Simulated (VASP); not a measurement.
# Al2O3 in VASP: a series of runs

Al2O3 is run at these levels: PBE; tasks: single point.

All numbers are computed with VASP 6.6.1; they aren't measurements. Logs are shortened: lines on timing, memory, paths and dates and some standing lists are left out, and cuts for length are marked.

## 1. The cell of the first run

The cell holds an amorphous packing of atoms, 15 atoms: a = 5.145 Å, b = 5.502 Å, c = 5.292 Å, α = 90.12°, β = 90.88°, γ = 89.28°.

## 2. Single point, PBE

INCAR reads:

```
SYSTEM = Al2O3
  PREC = Accurate
  ENCUT = 520
  EDIFF = 1E-6
  ISMEAR = -1
  SIGMA = 0.1034
  LREAL = .False.
  LASPH = .True.
  NELM = 120
  ALGO = Normal
  ISIF = 2
  LWAVE = .False.
  LCHARG = .False.
  GGA = PE
  ISYM = 0
  NBANDS = 49
  GGA_COMPAT = .False.
```

KPOINTS reads:

```
regular mesh
0
Gamma
  1 1 1
  0 0 0
```

POSCAR reads:

```
Al2O3
1.0
    5.1448540000      0.0333890000     -0.0401980000
    0.0333890000      5.5015840000     -0.0056400000
   -0.0401980000     -0.0056400000      5.2914940000
Al O
6 9
Direct
    0.7576958796     -0.0142116959      0.4402249544
    0.4689429298      0.7802216584      0.8245616489
    0.9182922534      0.1136626803      0.8901849968
    0.3815144159      0.3190429753     -0.0045899100
    0.8800139929      0.5377534525      0.6594995160
    0.2679994816      0.7941007814      0.2920900546
    0.0621559896      0.4350982747     -0.0574409608
    0.6695091520      0.1213094212      0.1041156078
    0.4648646912      0.4546758663      0.7051131500
    0.9623698769      0.1934898949      0.5607230448
    0.4462107315     -0.0624660983      0.5349367249
    0.2258395080     -0.0188081810      0.0068737144
    0.4903466753      0.6112205293      0.1674236500
    0.8092038189      0.8064282983      0.8031080883
    0.9824985917      0.6986158480      0.3787973060
```

Potentials or basis: VASP PAW PBE potentials, release 64 (Al, O).

Run with:

```sh
$ cat potpaw_PBE.64/Al/POTCAR potpaw_PBE.64/O/POTCAR > POTCAR
$ mpirun -np 1 vasp_gam > vasp.out
```

OUTCAR:

```text
SYSTEM = Al2O3
   PREC = Accurate
   ENCUT = 520
   EDIFF = 1E-6
   ISMEAR = -1
   LREAL = .False.
   LASPH = .True.
   NELM = 120
   ISIF = 2
   GGA = PE
   ISYM = 0

 ion  position               nearest neighbor table
   1  0.758  0.986  0.440-  10 1.68  11 1.71   8 1.97  15 1.98  14 2.17   3 2.61   2 2.79   5 2.79
                             6 2.84   6 2.93   3 3.12   5 3.31
   2  0.469  0.780  0.825-  11 1.76  14 1.76   9 1.90  12 1.93  13 2.04   8 2.60   5 2.65   6 2.70
                             4 2.74   1 2.79   3 2.98   6 2.99   4 3.13
   3  0.918  0.114  0.890-   8 1.72  10 1.82  12 1.83  14 1.84   7 1.94   1 2.61   5 2.64   4 2.70
                             2 2.98   4 3.03   1 3.12   6 3.27
   4  0.382  0.319  0.995-   9 1.77   7 1.77   8 1.91  13 1.93  12 2.03   3 2.70   2 2.74   3 3.03
                             6 3.10   2 3.13   5 3.32   6 3.35
   5  0.880  0.538  0.659-  14 1.70  15 1.82   7 1.84  10 2.01   9 2.21   3 2.64   2 2.65   1 2.79
                             6 3.16   1 3.31   4 3.32
   6  0.268  0.794  0.292-  15 1.64  13 1.66  11 1.76  12 1.84   2 2.70   1 2.84   1 2.93   2 2.99
                             4 3.10   5 3.16   3 3.27   4 3.35
   7  0.062  0.435  0.943-   4 1.77   5 1.84   3 1.94
   8  0.670  0.121  0.104-   3 1.72   4 1.91   1 1.97   2 2.60
   9  0.465  0.455  0.705-   4 1.77   2 1.90   5 2.21
  10  0.962  0.193  0.561-   1 1.68   3 1.82   5 2.01
  11  0.446  0.938  0.535-   1 1.71   6 1.76   2 1.76
  12  0.226  0.981  0.007-   3 1.83   6 1.84   2 1.93   4 2.03
  13  0.490  0.611  0.167-   6 1.66   4 1.93   2 2.04
  14  0.809  0.806  0.803-   5 1.70   2 1.76   3 1.84   1 2.17
  15  0.982  0.699  0.379-   6 1.64   5 1.82   1 1.98

IMPORTANT INFORMATION: All symmetrisations will be switched off!
NOSYMM: (Re-)initialisation of all symmetry stuff for point group C_1.

----------------------------------------------------------------------------------------

                                     Primitive cell

  volume of cell :     149.7600

  direct lattice vectors                    reciprocal lattice vectors
     5.144854000  0.033389000 -0.040198000     0.194388150 -0.001178225  0.001475457
     0.033389000  5.501584000 -0.005640000    -0.001178225  0.181773173  0.000184794
    -0.040198000 -0.005640000  5.291494000     0.001475457  0.000184794  0.188993950

  length of vectors
     5.145119375  5.501688209  5.291649690     0.194397320  0.181777086  0.188999800

  position of ions in fractional coordinates (direct lattice)
     0.757695880  0.985788304  0.440224954
     0.468942930  0.780221658  0.824561649
     0.918292253  0.113662680  0.890184997
     0.381514416  0.319042975  0.995410090
     0.880013993  0.537753452  0.659499516
     0.267999482  0.794100781  0.292090055
     0.062155990  0.435098275  0.942559039
     0.669509152  0.121309421  0.104115608
     0.464864691  0.454675866  0.705113150
     0.962369877  0.193489895  0.560723045
     0.446210732  0.937533902  0.534936725
     0.225839508  0.981191819  0.006873714
     0.490346675  0.611220529  0.167423650
     0.809203819  0.806428298  0.803108088
     0.982498592  0.698615848  0.378797306

  ion indices of the primitive-cell ions
   primitive index   ion index
                 1           1
                 2           2
                 3           3
                 4           4
                 5           5
                 6           6
                 7           7
                 8           8
                 9           9
                10          10
                11          11
                12          12
                13          13
                14          14
                15          15

----------------------------------------------------------------------------------------

 KPOINTS: regular mesh

Automatic generation of k-mesh.
 Grid dimensions read from file:
 generate k-points for:    1    1    1

 Generating k-lattice:

  Cartesian coordinates                     Fractional coordinates (reciprocal lattice)
     0.194388150 -0.001178225  0.001475457     1.000000000 -0.000000000  0.000000000
    -0.001178225  0.181773173  0.000184794    -0.000000000  1.000000000  0.000000000
     0.001475457  0.000184794  0.188993950     0.000000000  0.000000000  1.000000000

  Length of vectors
     0.194397320  0.181777086  0.188999800

  Shift w.r.t. Gamma in fractional coordinates (k-lattice)
     0.000000000  0.000000000  0.000000000

 Subroutine IBZKPT returns following result:
 ===========================================

 Found      1 irreducible k-points:

 Following reciprocal coordinates:
            Coordinates               Weight
  0.000000  0.000000  0.000000      1.000000
   k-points           NKPTS =      1   k-points in BZ     NKDIM =      1   number of bands    NBANDS=     49
   number of dos      NEDOS =    301   number of ions     NIONS =     15
   total plane-waves  NPLWV =  67200
   dimension x,y,z NGX =    40 NGY =   42 NGZ =   40
   dimension x,y,z NGXF=    80 NGYF=   84 NGZF=   80
   ions per type =               6   9
   NGX,Y,Z   is equivalent  to a cutoff of  12.92, 12.69, 12.57 a.u.
   NGXF,Y,Z  is equivalent  to a cutoff of  25.85, 25.38, 25.13 a.u.
 SYSTEM =  Al2O3
   PREC   = accura    normal or accurate (medium, high low for compatibility)
   ISTART =      0    job   : 0-new  1-cont  2-samecut
   ICHARG =      2    charge: 1-file 2-atom 10-const
   ISPIN  =      1    spin polarized calculation?
   LNONCOLLINEAR =      F non collinear calculations
   LSORBIT =      F    spin-orbit coupling
   LASPH  =      T    aspherical Exc in radial PAW
   ENCUT  =  520.0 eV  38.22 Ry    6.18 a.u.   9.57 10.23  9.84*2*pi/ulx,y,z
   NELM   =    120;   NELMIN=  2; NELMDL= -5     # of ELM steps
   EDIFF  = 0.1E-05   stopping-criterion for ELM
   LREAL  =      F    real-space projection
   EDIFFG = 0.1E-04   stopping-criterion for IOM
   NSW    =      0    number of steps for IOM
   IBRION =     -1    ionic relax: 0-MD 1-quasi-New 2-CG
   NFREE  =      0    steps in history (QN), initial steepest desc. (CG)
   ISIF   =      2    stress and relaxation
   ISYM   =      0    0-nonsym 1-usesym 2-fastsym
   POTIM  = 0.5000    time-step for ionic-motion
   TEBEG  =    0.0;   TEEND  =   0.0 temperature during run
   PSTRESS=    0.0 pullay stress
   NELECT =      72.0000    total number of electrons
   NUPDOWN=      -1.0000    fix difference up-down
   EMIN   =  10.00;   EMAX   =-10.00  energy-range for DOS
   EFERMI =   0.00;   METHOD = LEGACY
   ISMEAR =    -1;   SIGMA  =   0.10  broadening in eV -4-tet -1-fermi 0-gaus
   EFERMI_NEDOS =   21; number of points for ismear=-14 and -15
   IALGO  =     38    algorithm
   IMIX   =      4    mixing-type and parameters
     AMIX     =   0.40;   BMIX     =  1.00
     AMIX_MAG =   1.60;   BMIX_MAG =  1.00
  volume/ion in A,a.u.               =       9.98        67.38
  Fermi-wavevector in a.u.,A,eV,Ry     =   1.282489  2.423553 22.378572  1.644779
  Thomas-Fermi vector in A             =   2.414798
   LORBIT       =      0    0 simple, 1 ext, 2 COOP (PROOUT), +10 PAW based schemes
   GGA     = PE    functional components
   LHFCALC =     F    Hartree Fock is set to
   AEXX    =    0.0000 exact exchange contribution
   IVDW    =     0    specifies the selected vdW correction
   LEPSILON=     F    determine dielectric tensor
   LRPA    =     F    only Hartree local field effects (RPA)
 non-spin polarized calculation
  energy-cutoff  :      520.00
  volume of cell :      149.76
 maximum number of plane-waves:      2013
 NGX is ok and might be reduce to    40
   NGX = 19   NGY = 21   NGZ = 19

 number of electron      72.0000012 magnetization

 Free energy of the ion-electron system (eV)
  ---------------------------------------------------
  ext. energy  EPLUGINS =         0.00000000
  ---------------------------------------------------
  free energy    TOTEN  =      -105.26044255 eV

  energy without entropy =     -105.26044227  energy(sigma->0) =     -105.26044241

 E-fermi :   6.7641     XC(G=0): -10.6360

 val. band max:        4.9786978620   @ k =   0.0000   0.0000   0.0000
 cond. band min:       8.5364669668   @ k =   0.0000   0.0000   0.0000
 fundamental gap:      3.5577691048
 Fermi energy:         6.7640775427

 k-point     1 :       0.0000    0.0000    0.0000
  band No.  band energies     occupation
      1     -14.8573      2.00000
      2     -13.5861      2.00000
      3     -13.3393      2.00000
      4     -12.8663      2.00000
      5     -12.7856      2.00000
      6     -12.3643      2.00000
[... 40 lines left out ...]
     47      15.2750      0.00000
     48      15.6592      0.00000
 [bands above 48 left out]

------------------------ aborting loop because EDIFF is reached ----------------------------------------

  FORCE on cell =-STRESS in cart. coord.  units (eV):
  Direction    XX          YY          ZZ          XY          YZ          ZX
  --------------------------------------------------------------------------------------
  -------------------------------------------------------------------------------------
  Total       20.6840910      5.9007306     11.6281608      2.7843874      6.0881014     -4.7495859
  in kB      221.2846177     63.1277886    124.4015571     29.7882126     65.1323376    -50.8124962
  external PRESSURE =     136.2713211 kB  Pullay stress =       0.0000000 kB

 VOLUME and BASIS-vectors are now :
 -----------------------------------------------------------------------------
  energy-cutoff  :      520.00
  volume of cell :      149.76
      direct lattice vectors                 reciprocal lattice vectors
     5.144854000  0.033389000 -0.040198000     0.194388150 -0.001178225  0.001475457
     0.033389000  5.501584000 -0.005640000    -0.001178225  0.181773173  0.000184794
    -0.040198000 -0.005640000  5.291494000     0.001475457  0.000184794  0.188993950

 POSITION                                       TOTAL-FORCE (eV/Angst)
 -----------------------------------------------------------------------------------
      3.91345      5.44621      2.29343         0.377137     -1.088975     -3.301397
      2.40555      4.30346      4.33991        -0.742693     -1.671786      2.554557
      4.69249      0.65097      4.67285         2.085404      0.224779      0.560059
      1.93347      1.76237      5.25007         1.223137      0.874860      1.200595
      4.51899      2.98416      3.45133         0.865815     -3.398663     -0.920405
      1.39359      4.37611      1.53034         0.749959      0.904859     -0.589311
      0.29642      2.39049      4.98259        -1.727844     -1.813846      0.187456
      3.44439      0.68916      0.52333        -0.635769      0.847555      1.931007
      2.37850      2.51298      3.70985         3.015927      1.087925     -0.920347
      4.93517      1.09347      2.92729        -0.767069      1.836422      0.871735
      2.30549      5.16980      2.80739        -1.490792      0.441669     -0.493983
      1.19440      5.40561      0.02176         0.068570      0.598781     -0.269494
      2.53644      3.37811      0.86276         0.313058     -1.397250     -2.127924
      4.15788      4.45912      4.21256        -0.338186      2.171614     -0.260857
      5.06291      3.87416      1.96097        -2.996655      0.382057      1.578308
 -----------------------------------------------------------------------------------
    total drift:                                0.000585     -0.000413      0.000424

  FREE ENERGIE OF THE ION-ELECTRON SYSTEM (eV)
  ---------------------------------------------------
  free  energy   TOTEN  =      -105.2604425477 eV

  energy  without entropy=     -105.2604422748  energy(sigma->0) =     -105.26044241
```

Wall time 15 s (1 thread of Intel Xeon Platinum 8488C (Sapphire Rapids), shared host); peak memory 0.22 GiB.

Results:

```yaml
Free_energy: -105.2604 eV
Pressure: 13.6 GPa
Largest_force: 3.626 eV/Å
Band_gap_on_the_k_mesh: 3.56 eV
```

Forces in eV/Å, atoms in the order of the input:
```
Al   0.377 -1.089 -3.301
Al  -0.743 -1.672  2.555
Al   2.085  0.225  0.560
Al   1.223  0.875  1.201
Al   0.866 -3.399 -0.920
Al   0.750  0.905 -0.589
O   -1.728 -1.814  0.187
O   -0.636  0.848  1.931
O    3.016  1.088 -0.920
O   -0.767  1.836  0.872
O   -1.491  0.442 -0.494
O    0.069  0.599 -0.269
O    0.313 -1.397 -2.128
O   -0.338  2.172 -0.261
O   -2.997  0.382  1.578
```

Levels at points of the mesh, in eV from the valence-band top:
```tsv
k point	band 34	band 35	band 36	band 37	band 38	band 39
(0.00, 0.00, 0.00)	-0.40	-0.23	0.00	3.56	7.27	7.45
```

Caveat: the k points lie up to 1.22 Å⁻¹ apart.

## 3. Single point, PBE

INCAR reads:

```
SYSTEM = Al2O3
ALGO = Normal
EDIFF = 1E-6
ENCUT = 520
GGA = PE
GGA_COMPAT = .FALSE.
ISIF = 2
ISMEAR = -1
ISYM = 0
LASPH = .TRUE.
LCHARG = .FALSE.
LREAL = .FALSE.
LWAVE = .FALSE.
NBANDS = 49
NELM = 120
PREC = Accurate
SIGMA = 0.05
```

KPOINTS reads:

```
k-points
0
G
  1 1 1
  0 0 0
```

POSCAR reads:

```
Al2O3
1.0
    5.1448540000      0.0333890000     -0.0401980000
    0.0333890000      5.5015840000     -0.0056400000
   -0.0401980000     -0.0056400000      5.2914940000
Al O
6 9
Direct
    0.7378339422      0.9921282528      0.4468898674
    0.4867007278      0.7557183998      0.8425013139
    0.9394683587      0.1252594523      0.9145935368
    0.4162254690      0.3312032840      1.0021348258
    0.9017549322      0.5094843316      0.6655217291
    0.2343048602      0.7928458860      0.2750790679
    0.0844406234      0.4310468860      0.9228793321
    0.6876204716      0.1430010671      0.1465146693
    0.5421141534      0.4406040396      0.7047489634
    0.9317441170      0.2040993437      0.5937390027
    0.4222799306      0.9049206765      0.5343297302
    0.2563441073      1.0109502774      0.0209121054
    0.4727950695      0.6196498971      0.1466514451
    0.8403074924      0.8084678577      0.8221378384
    0.9243274910      0.6998367527      0.3725269642
```

Potentials or basis: VASP PAW PBE potentials, release 64 (Al, O).

Run with:

```sh
$ cat potpaw_PBE.64/Al/POTCAR potpaw_PBE.64/O/POTCAR > POTCAR
$ mpirun -np 1 vasp_gam > vasp.out
```

It took 15 s on 1 thread of Intel Xeon Platinum 8488C (Sapphire Rapids), shared host; peak memory 0.21 GiB.

It converged, with:

- Free energy: -106.5149 eV
- Pressure: 14.3 GPa
- Largest force: 3.946 eV/Å
- Band gap on the k mesh: 3.83 eV

Forces in eV/Å, atoms in the order of the input:
```
Al   0.054 -1.075 -0.906
Al   0.934  0.879 -0.971
Al   0.597 -1.677  0.678
Al   0.113 -1.277  0.234
Al  -2.125  2.647 -2.013
Al  -0.683  0.176  1.189
O    1.441 -0.865  2.781
O    0.381  0.847 -0.032
O    0.296  0.893  0.677
O    0.420 -1.516 -1.946
O   -0.315  0.186  0.760
O   -0.772 -0.132 -0.217
O   -0.043 -1.081 -0.227
O   -1.884  1.664 -0.423
O    1.585  0.330  0.416
```

Stress tensor (GPa, compression positive):
```
13.60 -1.01  2.00
-1.01 12.51  4.91
 2.00  4.91 16.64
```

Levels at points of the mesh, in eV from the valence-band top:
```csv
k point,band 33,band 34,band 35,band 36,band 37,band 38,band 39,band 40
"(0.00, 0.00, 0.00)",-0.54,-0.44,-0.12,0.00,3.83,7.03,7.76,7.95
```

Caveat: the k points lie up to 1.22 Å⁻¹ apart.

(Continued in part 2 of 3.)
